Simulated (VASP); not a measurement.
# Mo (Im-3m) in VASP: notebook, part 2 of 2

VASP 6.6.1.

### Step 5. Single point, r2SCAN (volume scaled by 0.960)

Input file POSCAR:

```
Mo
1.0
   -1.5541182529      1.5541182529      1.5541182529
    1.5541182529     -1.5541182529      1.5541182529
    1.5541182529      1.5541182529     -1.5541182529
Mo
1
Direct
    0.0000000000      0.0000000000      0.0000000000
```

Input file INCAR.step1:

```
SYSTEM = Mo
PREC = Accurate
ENCUT = 520
ISMEAR = 0
SIGMA = 0.05
LREAL = .FALSE.
LASPH = .TRUE.
NELM = 100
NBANDS = 13
GGA = PE
ALGO = Normal
EDIFF = 1E-4
LWAVE = .TRUE.
LCHARG = .FALSE.
```

Input file INCAR.step2:

```
SYSTEM = Mo
PREC = Accurate
ENCUT = 520
EDIFF = 1E-6
ISMEAR = 0
SIGMA = 0.05
LREAL = .FALSE.
LASPH = .TRUE.
NELM = 100
ALGO = Normal
ISIF = 2
LWAVE = .FALSE.
LCHARG = .FALSE.
METAGGA = R2SCAN
LMIXTAU = .TRUE.
NBANDS = 13
ISTART = 1
```

Input file KPOINTS:

```
regular mesh
0
G
  20 20 20
  0 0 0
```

Potentials or basis: VASP PAW PBE potentials, release 64 (Mo_sv).

The run is started by

```sh
$ cat potpaw_PBE.64/Mo_sv/POTCAR > POTCAR
$ cp INCAR.step1 INCAR
$ mpirun -np 1 vasp_std > vasp.out
$ cp INCAR.step2 INCAR
$ mpirun -np 1 vasp_std > vasp.out
```

OUTCAR:

```text
SYSTEM = Mo
   PREC = Accurate
   ENCUT = 520
   EDIFF = 1E-6
   ISMEAR = 0
   LREAL = .FALSE.
   LASPH = .TRUE.
   NELM = 100
   ISIF = 2
   METAGGA = R2SCAN
   ISTART = 1

 ion  position               nearest neighbor table
   1  0.000  0.000  0.000-

  LATTYP: Found a body centered cubic cell.
 ALAT       =     3.1082365058

  Lattice vectors:

 A1 = (  -1.5541182529,   1.5541182529,   1.5541182529)
 A2 = (   1.5541182529,  -1.5541182529,   1.5541182529)
 A3 = (   1.5541182529,   1.5541182529,  -1.5541182529)

Analysis of symmetry for initial positions (statically):
=====================================================================
 Subroutine PRICEL returns:
 Original cell was already a primitive cell.

 Routine SETGRP: Setting up the symmetry group for a
 body centered cubic supercell.

 Subroutine GETGRP returns: Found 48 space group operations
 (whereof 48 operations were pure point group operations)
 out of a pool of 48 trial point group operations.

The static configuration has the point symmetry O_h .

Analysis of symmetry for dynamics (positions and initial velocities):
=====================================================================
 Subroutine PRICEL returns:
 Original cell was already a primitive cell.

 Routine SETGRP: Setting up the symmetry group for a
 body centered cubic supercell.

 Subroutine GETGRP returns: Found 48 space group operations
 (whereof 48 operations were pure point group operations)
 out of a pool of 48 trial point group operations.

The dynamic configuration has the point symmetry O_h .

 Subroutine INISYM returns: Found 48 space group operations
 (whereof 48 operations are pure point group operations),
 and found     1 'primitive' translations

----------------------------------------------------------------------------------------

                                     Primitive cell

  volume of cell :      15.0145

  direct lattice vectors                    reciprocal lattice vectors
    -1.554118253  1.554118253  1.554118253     0.000000000  0.321725840  0.321725840
     1.554118253 -1.554118253  1.554118253     0.321725840  0.000000000  0.321725840
     1.554118253  1.554118253 -1.554118253     0.321725840  0.321725840  0.000000000

  length of vectors
     2.691811775  2.691811775  2.691811775     0.454989046  0.454989046  0.454989046

  position of ions in fractional coordinates (direct lattice)
     0.000000000  0.000000000  0.000000000

  ion indices of the primitive-cell ions
   primitive index   ion index
                 1           1

----------------------------------------------------------------------------------------

 KPOINTS: regular mesh

Automatic generation of k-mesh.
 Grid dimensions read from file:
 generate k-points for:   20   20   20

 Generating k-lattice:

  Cartesian coordinates                     Fractional coordinates (reciprocal lattice)
     0.000000000  0.016086292  0.016086292     0.050000000  0.000000000  0.000000000
     0.016086292  0.000000000  0.016086292     0.000000000  0.050000000  0.000000000
     0.016086292  0.016086292  0.000000000     0.000000000  0.000000000  0.050000000

  Length of vectors
     0.022749452  0.022749452  0.022749452

  Shift w.r.t. Gamma in fractional coordinates (k-lattice)
     0.000000000  0.000000000  0.000000000

 Subroutine IBZKPT returns following result:
 ===========================================

 Found    256 irreducible k-points:

 Following reciprocal coordinates:
            Coordinates               Weight
  0.000000  0.000000  0.000000      1.000000
  0.050000  0.000000  0.000000     12.000000
  0.100000  0.000000  0.000000     12.000000
  0.150000  0.000000  0.000000     12.000000
  0.200000  0.000000  0.000000     12.000000
  0.250000  0.000000  0.000000     12.000000
[... 16 lines left out ...]
  0.200000  0.100000  0.000000     48.000000
  0.250000  0.100000  0.000000     48.000000
 [... further k-points ...]
   k-points           NKPTS =    256   k-points in BZ     NKDIM =    256   number of bands    NBANDS=     13
   number of dos      NEDOS =    301   number of ions     NIONS =      1
   total plane-waves  NPLWV =   8000
   dimension x,y,z NGX =    20 NGY =   20 NGZ =   20
   dimension x,y,z NGXF=    40 NGYF=   40 NGZF=   40
   ions per type =               1
   NGX,Y,Z   is equivalent  to a cutoff of  12.35, 12.35, 12.35 a.u.
   NGXF,Y,Z  is equivalent  to a cutoff of  24.70, 24.70, 24.70 a.u.
 SYSTEM =  Mo
   PREC   = accura    normal or accurate (medium, high low for compatibility)
   ISTART =      1    job   : 0-new  1-cont  2-samecut
   ICHARG =      0    charge: 1-file 2-atom 10-const
   ISPIN  =      1    spin polarized calculation?
   LNONCOLLINEAR =      F non collinear calculations
   LSORBIT =      F    spin-orbit coupling
   LASPH  =      T    aspherical Exc in radial PAW
   ENCUT  =  520.0 eV  38.22 Ry    6.18 a.u.   5.00  5.00  5.00*2*pi/ulx,y,z
   NELM   =    100;   NELMIN=  2; NELMDL=  0     # of ELM steps
   EDIFF  = 0.1E-05   stopping-criterion for ELM
   LREAL  =      F    real-space projection
   EDIFFG = 0.1E-04   stopping-criterion for IOM
   NSW    =      0    number of steps for IOM
   IBRION =     -1    ionic relax: 0-MD 1-quasi-New 2-CG
   NFREE  =      0    steps in history (QN), initial steepest desc. (CG)
   ISIF   =      2    stress and relaxation
   ISYM   =      2    0-nonsym 1-usesym 2-fastsym
   POTIM  = 0.5000    time-step for ionic-motion
   TEBEG  =    0.0;   TEEND  =   0.0 temperature during run
   PSTRESS=    0.0 pullay stress
   NELECT =      14.0000    total number of electrons
   NUPDOWN=      -1.0000    fix difference up-down
   EMIN   =  10.00;   EMAX   =-10.00  energy-range for DOS
   EFERMI =   0.00;   METHOD = LEGACY
   ISMEAR =     0;   SIGMA  =   0.05  broadening in eV -4-tet -1-fermi 0-gaus
   EFERMI_NEDOS =   21; number of points for ismear=-14 and -15
   IALGO  =     38    algorithm
   IMIX   =      4    mixing-type and parameters
     AMIX     =   0.40;   BMIX     =  1.00
     AMIX_MAG =   1.60;   BMIX_MAG =  1.00
  volume/ion in A,a.u.               =      15.01       101.32
  Fermi-wavevector in a.u.,A,eV,Ry     =   1.599362  3.022356 34.803144  2.557959
  Thomas-Fermi vector in A             =   2.696667
   LORBIT       =      0    0 simple, 1 ext, 2 COOP (PROOUT), +10 PAW based schemes
   METAGGA = R2SCAN    functional components
   LHFCALC =     F    Hartree Fock is set to
   AEXX    =    0.0000 exact exchange contribution
   IVDW    =     0    specifies the selected vdW correction
   LEPSILON=     F    determine dielectric tensor
   LRPA    =     F    only Hartree local field effects (RPA)
 non-spin polarized calculation
 Gauss-broadening in eV      SIGMA  =   0.05
  energy-cutoff  :      520.00
  volume of cell :       15.01
 maximum number of plane-waves:       420
   NGX =  9   NGY =  9   NGZ =  9

 number of electron      13.9999997 magnetization

 Free energy of the ion-electron system (eV)
  ---------------------------------------------------
  ext. energy  EPLUGINS =         0.00000000
  ---------------------------------------------------
  free energy    TOTEN  =       -26.05250321 eV

  energy without entropy =      -26.05186480  energy(sigma->0) =      -26.05218401

 E-fermi :  13.2634     XC(G=0): -14.8954

 val. band max:       13.2243186469   @ k =   0.3500   0.0500   0.0500
 cond. band min:      13.2881283134   @ k =  -0.3000   0.3000   0.1500
 fundamental gap:      0.0638096665
 Fermi energy:        13.2633886185

 k-point     1 :       0.0000    0.0000    0.0000
  band No.  band energies     occupation
      1     -50.0266      2.00000
      2     -22.3919      2.00000
      3     -22.3919      2.00000
      4     -22.3919      2.00000
      5       5.4259      2.00000
      6      11.7060      2.00000
      7      11.7060      2.00000
      8      11.7060      2.00000
      9      15.1917      0.00000
     10      15.1917      0.00000
     11      28.7635      0.00000
     12      28.7635      0.00000
     13      28.7635      0.00000
[... 353 lines left out ...]
 k-point    24 :       0.2500    0.1000    0.0000
  band No.  band energies     occupation
      1     -49.7899      2.00000
      2     -23.5527      2.00000
      3     -22.7686      2.00000
      4     -22.4610      2.00000
      5       8.0866      2.00000
      6      10.1446      2.00000
      7      11.4134      2.00000
      8      14.4471      0.00000
      9      15.7272      0.00000
     10      16.0882      0.00000
     11      28.3904      0.00000
     12      29.6780      0.00000
     13      33.9840      0.00000

 [... further k-points ...]

------------------------ aborting loop because EDIFF is reached ----------------------------------------

  FORCE on cell =-STRESS in cart. coord.  units (eV):
  Direction    XX          YY          ZZ          XY          YZ          ZX
  --------------------------------------------------------------------------------------
  -------------------------------------------------------------------------------------
  Total        1.2751506      1.2751506      1.2751506     -0.0000000      0.0000000      0.0000000
  in kB      136.0692224    136.0692224    136.0692224     -0.0000000      0.0000000      0.0000000
  external PRESSURE =     136.0692224 kB  Pullay stress =       0.0000000 kB

 VOLUME and BASIS-vectors are now :
 -----------------------------------------------------------------------------
  energy-cutoff  :      520.00
  volume of cell :       15.01
      direct lattice vectors                 reciprocal lattice vectors
    -1.554118253  1.554118253  1.554118253     0.000000000  0.321725840  0.321725840
     1.554118253 -1.554118253  1.554118253     0.321725840  0.000000000  0.321725840
     1.554118253  1.554118253 -1.554118253     0.321725840  0.321725840  0.000000000

 POSITION                                       TOTAL-FORCE (eV/Angst)
 -----------------------------------------------------------------------------------
      0.00000      0.00000      0.00000         0.000000      0.000000     -0.000000
 -----------------------------------------------------------------------------------
    total drift:                                0.000000     -0.000000      0.000000

  FREE ENERGIE OF THE ION-ELECTRON SYSTEM (eV)
  ---------------------------------------------------
  free  energy   TOTEN  =       -26.0525032118 eV

  energy  without entropy=      -26.0518648049  energy(sigma->0) =      -26.05218401
```

OUTCAR.step1:

```text
SYSTEM = Mo
   PREC = Accurate
   ENCUT = 520
   ISMEAR = 0
   LREAL = .FALSE.
   LASPH = .TRUE.
   NELM = 100
[... 600 lines left out ...]
 -----------------------------------------------------------------------------------
      0.00000      0.00000      0.00000         0.000000     -0.000000      0.000000
 -----------------------------------------------------------------------------------
    total drift:                                0.000000     -0.000000      0.000000

  FREE ENERGIE OF THE ION-ELECTRON SYSTEM (eV)
  ---------------------------------------------------
  free  energy   TOTEN  =       -10.9002410420 eV

  energy  without entropy=      -10.8994009702  energy(sigma->0) =      -10.89982101
```

It took 91 s on 1 thread of AMD EPYC 9R45 (Zen 5), shared host; peak memory 0.13 GiB.

Results:

* Free energy: -26.0525 eV
* Pressure: 13.6 GPa
* Band gap on the k mesh: zero (band 7 reaches 17.59 eV, above the bottom of band 8 at 11.71 eV)

Caveat: the PAW data sets were made with another functional, which shifts forces and pressure a little.

### Step 6. Overview

| level | cell | k mesh | gap on the mesh (eV) | pressure (GPa) |
| --- | --- | --- | --- | --- |
| PBE | a = 2.725 Å, angles 109.5°, 1 atom | 8 × 8 × 8 | none | 4.8 |
| PBE | a = 2.740 Å, angles 109.5°, 1 atom | 8 × 8 × 8 | none | 0.5 |
| PBE | a = 2.751 Å, angles 109.5°, 1 atom | 8 × 8 × 8 | none | -2.6 |
| r2SCAN | a = 2.692 Å, angles 109.5°, 1 atom | 20 × 20 × 20 | none | 13.6 |

Alike in all rows: task single point; potentials or basis VASP PAW PBE potentials, release 64 (Mo_sv); no spin polarisation; cutoff (eV) 520; smearing gaussian 0.05 eV.

Caveats: the PAW data sets were made with another functional, which shifts forces and pressure a little (some runs).

Total energies depend on the potentials used, so only differences within one code and one set of settings carry meaning.
